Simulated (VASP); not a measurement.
# LiSi16 (a cell with a defect) in VASP: a series of runs, part 2 of 2

VASP 6.6.1. Earlier steps stand in the parts before.

### Step 3. Single point, PBEsol

INCAR reads:

```
SYSTEM = LiSi16
PREC = Accurate
ENCUT = 520
EDIFF = 1E-7
ISMEAR = 0
SIGMA = 0.05
LREAL = Auto
LASPH = .TRUE.
NELM = 60
ALGO = Normal
ISIF = 2
LWAVE = .FALSE.
LCHARG = .FALSE.
GGA = PS
NELECT = 66.0
NBANDS = 48
```

KPOINTS reads:

```
Automatic mesh
0
G
  2 2 2
  0 0 0
```

POSCAR reads:

```
LiSi16
1.0
    0.0000000000      5.4300000000      5.4300000000
    5.4300000000      0.0000000000      5.4300000000
    5.4300000000      5.4300000000      0.0000000000
Si Li
16 1
Direct
   -0.0296878453      0.0098460405      0.0098534070
    0.1209349908      0.1198027624      0.1198066298
    0.0067810313     -0.0177209945      0.5054064457
    0.1209373849      0.1198073665      0.6393162063
    0.0067784530      0.5054025783     -0.0177143646
    0.1209388582      0.6393093923      0.1198119705
    0.0067611418      0.5054007366      0.5054044199
    0.1549960405      0.6149468692      0.6149529466
    0.4942542357     -0.0005881215     -0.0005868324
    0.5976207182      0.1340813076      0.1340848066
    0.4942584715     -0.0005851750      0.5067897790
    0.6310073665      0.1170935543      0.6258878453
    0.4942604972      0.5067864641     -0.0005838858
    0.6310050645      0.6258864641      0.1170971455
    0.5262593002      0.4912011050      0.4912034991
    0.6309886740      0.6258908840      0.6258921731
    0.9927529466      0.3356951197      0.3357021179
```

Potentials or basis: VASP PAW PBE potentials, release 64 (Si, Li_sv).

On the command line:

```console
$ cat potpaw_PBE.64/Si/POTCAR potpaw_PBE.64/Li_sv/POTCAR > POTCAR
$ mpirun -np 1 vasp_std > vasp.out
```

OUTCAR:

```text
SYSTEM = LiSi16
   PREC = Accurate
   ENCUT = 520
   EDIFF = 1E-7
   ISMEAR = 0
   LREAL = Auto
   LASPH = .TRUE.
   NELM = 60
   ISIF = 2
   GGA = PS
   NELECT = 66.0

 ion  position               nearest neighbor table
   1  0.970  0.010  0.010-   2 2.33   6 2.33   4 2.33  10 2.34
   2  0.121  0.120  0.120-   1 2.33   9 2.34   5 2.42   3 2.42  17 2.44
   3  0.007  0.982  0.505-   8 2.31  17 2.32  12 2.36   4 2.42   2 2.42
   4  0.121  0.120  0.639-   1 2.33  11 2.34   7 2.42   3 2.42  17 2.44
   5  0.007  0.505  0.982-   8 2.31  17 2.32  14 2.36   6 2.42   2 2.42
[... 512 lines left out ...]
  Total       -4.1173437     -4.1171330     -4.1171330      0.7780563     -0.7787425      0.7780563
  in kB      -20.6014705    -20.6004161    -20.6004161      3.8930694     -3.8965024      3.8930692
  external PRESSURE =     -20.6007676 kB  Pullay stress =       0.0000000 kB

 VOLUME and BASIS-vectors are now :
 -----------------------------------------------------------------------------
  energy-cutoff  :      520.00
  volume of cell :      320.21
      direct lattice vectors                 reciprocal lattice vectors
     0.000000000  5.430000000  5.430000000    -0.092081031  0.092081031  0.092081031
     5.430000000  0.000000000  5.430000000     0.092081031 -0.092081031  0.092081031
     5.430000000  5.430000000  0.000000000     0.092081031  0.092081031 -0.092081031

 POSITION                                       TOTAL-FORCE (eV/Angst)
 -----------------------------------------------------------------------------------
      0.10697      5.32230      5.32226        -0.025983      0.025972      0.025972
      1.30108      1.30723      1.30721         0.002968      0.038537      0.038537
      8.07813      2.78118      5.37060        -0.033664      0.033377      0.033683
      4.12204      4.12818      1.30724        -0.038762     -0.003152      0.038229
      8.07815      5.37062      2.78114        -0.033664      0.033683      0.033377
      4.12203      1.30728      4.12815        -0.038762      0.038229     -0.003152
[... 9 lines left out ...]
      6.79718      6.82486      6.82486        -0.014686      0.028169      0.028169
      3.64569      7.21351      7.21347         0.406501     -0.406166     -0.406166
 -----------------------------------------------------------------------------------
    total drift:                                0.006547      0.002777     -0.011055

  FREE ENERGIE OF THE ION-ELECTRON SYSTEM (eV)
  ---------------------------------------------------
  free  energy   TOTEN  =       -98.3486863191 eV

  energy  without entropy=      -98.3486808349  energy(sigma->0) =      -98.34868358
```

stdout:

```text
POSCAR found type information on POSCAR SiLi
 POSCAR found :  2 types and      17 ions
 scaLAPACK will be used
 -----------------------------------------------------------------------------
|                                                                             |
|                                                                             |
|     You enforced a specific xc type in the INCAR file but a different       |
|     I HOPE YOU KNOW WHAT YOU ARE DOING!                                     |
|                                                                             |
 -----------------------------------------------------------------------------

 LDA part: xc-table for (Slater+PW92), standard interpolation
 POSCAR, INCAR and KPOINTS ok, starting setup
 FFT: planning ... GRIDC
 FFT: planning ... GRID_SOFT
 FFT: planning ... GRID
 WAVECAR not read
 entering main loop
 the old and the new charge density differ
 old charge density:    67.00000 new   66.00000
    0.145E+01
```

It took 6 min on 1 thread of AMD EPYC 7R13, shared host; peak memory 0.47 GiB.

Results:

```yaml
Free_energy: -98.3487 eV
Largest_force: 0.704 eV/Å
```

Forces on the atoms (eV/Å):
```
Si  -0.026  0.026  0.026
Si   0.003  0.039  0.039
Si  -0.034  0.033  0.034
Si  -0.039 -0.003  0.038
Si  -0.034  0.034  0.033
Si  -0.039  0.038 -0.003
Si  -0.034  0.034  0.034
Si  -0.037  0.037  0.037
Si  -0.026  0.025  0.025
Si  -0.033  0.033  0.033
Si  -0.025  0.026  0.025
Si  -0.029  0.028  0.015
Si  -0.025  0.025  0.026
Si  -0.029  0.015  0.028
Si   0.013 -0.012 -0.012
Si  -0.015  0.028  0.028
Li   0.407 -0.406 -0.406
```

Levels at points of the mesh, in eV from the Fermi level:
```
           k point  band 30  band 31  band 32  band 33  band 34  band 35  band 36  band 37
(0.00, 0.00, 0.00)    -1.21    -0.21    -0.14    -0.14     0.13     0.36     0.36     0.46
(0.50, 0.00, 0.00)    -0.95    -0.95    -0.88    -0.88     1.00     1.00     1.01     1.45
(0.00, 0.50, 0.00)    -0.99    -0.97    -0.93    -0.88     0.87     1.03     1.22     1.22
(0.50, 0.50, 0.50)    -0.99    -0.97    -0.93    -0.88     0.87     1.03     1.22     1.22
(0.50, 0.50, 0.00)    -1.57    -1.55    -1.47    -1.42     0.75     0.88     1.93     2.04
(0.00, 0.50, 0.50)    -1.57    -1.55    -1.47    -1.42     0.75     0.88     1.93     2.04
```

Caveat: the k points lie up to 0.50 Å⁻¹ apart; the cell carries a net charge on a neutralising background, which shifts energy and pressure; the cell is charged against a uniform background, so pressure and absolute levels hang on convention; the cutoff is under 1.25 times the usual one of these potentials, so pressure, stress and relaxed cells hold a basis-set (Pulay) error; the PAW data sets were made with another functional, which shifts forces and pressure a little.

### Step 4. Single point, PBEsol

INCAR reads:

```
  ALGO = Normal
  EDIFF = 1E-7
  ENCUT = 520
  GGA = PS
  ISIF = 2
  ISMEAR = 0
  LASPH = T
  LCHARG = F
  LREAL = Auto
  LWAVE = F
  NBANDS = 48
  NELECT = 66.0
  NELM = 80
  PREC = Accurate
  SIGMA = 0.05
```

KPOINTS reads:

```
k-points
0
Gamma
  2 2 2
```

POSCAR reads:

```
LiSi16
1.0
    0.0000000000      5.4300000000      5.4300000000
    5.4300000000      0.0000000000      5.4300000000
    5.4300000000      5.4300000000      0.0000000000
Si Li
16 1
Direct
   -0.0301379374      0.0100189687      0.0100583794
    0.1181105893      0.1195652855      0.1195984346
    0.0039539595     -0.0143593002      0.5052040516
    0.1181186924      0.1195654696      0.6427203499
    0.0039531308      0.5051693370     -0.0143225599
    0.1181232965      0.6426814917      0.1195991713
    0.0039476059      0.5051669429      0.5052002762
    0.1545672192      0.6151171271      0.6151528545
    0.4938806630     -0.0009151013     -0.0008830571
    0.5985945672      0.1337820442      0.1338164825
    0.4938871087     -0.0009145488      0.5079222836
    0.6306331492      0.1181931860      0.6255930018
    0.4938915285      0.5078882136     -0.0008837937
    0.6306317680      0.6255608656      0.1182273481
    0.5272472376      0.4908965930      0.4909301105
    0.6306242173      0.6255612339      0.6255925414
    1.1319013812      0.2893380295      0.2893767035
```

On the command line:

```console
$ cat potpaw_PBE.64/Si/POTCAR potpaw_PBE.64/Li_sv/POTCAR > POTCAR
$ mpirun -np 1 vasp_std > vasp.out
```

Wall time 6.5 min (1 thread of AMD EPYC 7R13, shared host); peak memory 0.47 GiB.

It converged, with:

| Quantity | Value |
| --- | --- |
| Free energy | -98.3476 eV |
| Largest force | 0.704 eV/Å |

Forces on the atoms (eV/Å):
```
Si   0.036 -0.037 -0.037
Si   0.035 -0.033 -0.033
Si   0.038 -0.038  0.003
Si   0.033 -0.035 -0.033
Si   0.038  0.003 -0.038
Si   0.033 -0.033 -0.035
Si  -0.003 -0.038 -0.038
Si   0.027 -0.027 -0.027
Si   0.013 -0.029 -0.029
Si  -0.010  0.010  0.010
Si   0.029 -0.013 -0.029
Si   0.026 -0.026 -0.024
Si   0.029 -0.029 -0.013
Si   0.026 -0.024 -0.026
Si   0.034 -0.034 -0.034
Si   0.024 -0.026 -0.026
Li  -0.406  0.406  0.406
```

Levels at points of the mesh, in eV from the Fermi level:
```csv
k point,band 31,band 32,band 33,band 34,band 35,band 36
"(0.00, 0.00, 0.00)",-0.21,-0.14,-0.14,0.13,0.36,0.36
"(0.50, 0.00, 0.00)",-0.95,-0.88,-0.87,1.00,1.00,1.01
"(0.00, 0.50, 0.00)",-0.97,-0.93,-0.88,0.87,1.03,1.22
"(0.50, 0.50, 0.50)",-0.97,-0.93,-0.88,0.87,1.03,1.22
"(0.50, 0.50, 0.00)",-1.55,-1.47,-1.42,0.75,0.89,1.93
"(0.00, 0.50, 0.50)",-1.55,-1.47,-1.42,0.75,0.89,1.93
```

Caveat: the k points lie up to 0.50 Å⁻¹ apart; the cell carries a net charge on a neutralising background, which shifts energy and pressure; the cell is charged against a uniform background, so pressure and absolute levels hang on convention; the cutoff is under 1.25 times the usual one of these potentials, so pressure, stress and relaxed cells hold a basis-set (Pulay) error; the PAW data sets were made with another functional, which shifts forces and pressure a little.

### Step 5. Single point, PBEsol

INCAR reads:

```
SYSTEM = LiSi16
PREC     = Accurate       ! precision mode
ENCUT    = 520            ! plane-wave cutoff, eV
EDIFF    = 1E-6           ! SCF threshold, eV
ISMEAR   = 0              ! smearing method
SIGMA    = 0.05           ! smearing width, eV
LREAL    = Auto         
LASPH    = .True.         ! aspherical terms in the spheres
NELM     = 60             ! most SCF steps
ALGO     = Normal         ! electronic algorithm
ISIF     = 2              ! what is computed and relaxed
LWAVE    = .False.        ! write WAVECAR
LCHARG   = .False.        ! write CHGCAR
GGA      = PS             ! functional
NELECT   = 66.0         
NBANDS   = 48             ! bands
```

KPOINTS reads:

```
regular mesh
0
Gamma
  2 2 2
  0 0 0
```

POSCAR reads:

```
LiSi16
1.0
    0.0000000000      5.4300000000      5.4300000000
    5.4300000000      0.0000000000      5.4300000000
    5.4300000000      5.4300000000      0.0000000000
Si Li
16 1
Direct
   -0.0232786372      0.0077453039      0.0078016575
    0.1174388582      0.1212318600      0.1212797422
    0.0027985267     -0.0095408840      0.5034051565
    0.1174394107      0.1212311234      0.6401171271
    0.0027993554      0.5033547882     -0.0094901473
    0.1174457643      0.6400617864      0.1212796501
    0.0027963168      0.5033543278      0.5034034991
    0.1468472376      0.6177050645      0.6177547882
    0.4948224678     -0.0012208103     -0.0011734807
    0.6070771639      0.1309674033      0.1310163904
    0.4948226519     -0.0012202578      0.5076464088
    0.6292674033      0.1209686924      0.6249200737
    0.4948276243      0.5075965009     -0.0011740331
    0.6292674954      0.6248726519      0.1210170350
    0.5196174033      0.4934527624      0.4935010129
    0.6292643646      0.6248726519      0.6249190608
    1.1992153775      0.2669131676      0.2669678637
```

On the command line:

```console
$ cat potpaw_PBE.64/Si/POTCAR potpaw_PBE.64/Li_sv/POTCAR > POTCAR
$ mpirun -np 1 vasp_std > vasp.out
```

It took 5.6 min on 1 thread of AMD EPYC 7R13, shared host; peak memory 0.48 GiB.

The run converged. Its results:

```yaml
Free_energy: -98.6522 eV
Largest_force: 0.507 eV/Å
```

Forces in eV/Å, atoms in the order of the input:
```
Si   0.006 -0.007 -0.007
Si   0.044 -0.013 -0.013
Si   0.037 -0.037  0.016
Si   0.013 -0.044 -0.013
Si   0.037  0.016 -0.037
Si   0.013 -0.013 -0.044
Si  -0.017 -0.037 -0.037
Si   0.047 -0.047 -0.047
Si   0.001 -0.014 -0.014
Si  -0.043  0.044  0.044
Si   0.014 -0.001 -0.014
Si   0.030 -0.030 -0.017
Si   0.014 -0.014 -0.001
Si   0.030 -0.017 -0.030
Si   0.049 -0.049 -0.049
Si   0.017 -0.030 -0.030
Li  -0.293  0.292  0.292
```

Levels at points of the mesh, in eV from the Fermi level:
| k point | band 30 | band 31 | band 32 | band 33 | band 34 | band 35 | band 36 | band 37 |
| --- | --- | --- | --- | --- | --- | --- | --- | --- |
| (0.00, 0.00, 0.00) | -1.33 | -0.28 | -0.23 | -0.23 | 0.22 | 0.28 | 0.28 | 0.36 |
| (0.50, 0.00, 0.00) | -1.05 | -1.05 | -0.97 | -0.97 | 0.89 | 0.95 | 0.95 | 1.33 |
| (0.00, 0.50, 0.00) | -1.08 | -1.06 | -0.99 | -0.97 | 0.82 | 1.03 | 1.09 | 1.17 |
| (0.50, 0.50, 0.50) | -1.08 | -1.06 | -0.99 | -0.97 | 0.82 | 1.03 | 1.09 | 1.17 |
| (0.50, 0.50, 0.00) | -1.63 | -1.63 | -1.56 | -1.51 | 0.71 | 0.80 | 1.85 | 1.96 |
| (0.00, 0.50, 0.50) | -1.63 | -1.63 | -1.56 | -1.51 | 0.71 | 0.80 | 1.85 | 1.96 |

Caveat: the k points lie up to 0.50 Å⁻¹ apart; the cell carries a net charge on a neutralising background, which shifts energy and pressure; the cell is charged against a uniform background, so pressure and absolute levels hang on convention; the cutoff is under 1.25 times the usual one of these potentials, so pressure, stress and relaxed cells hold a basis-set (Pulay) error; the PAW data sets were made with another functional, which shifts forces and pressure a little.
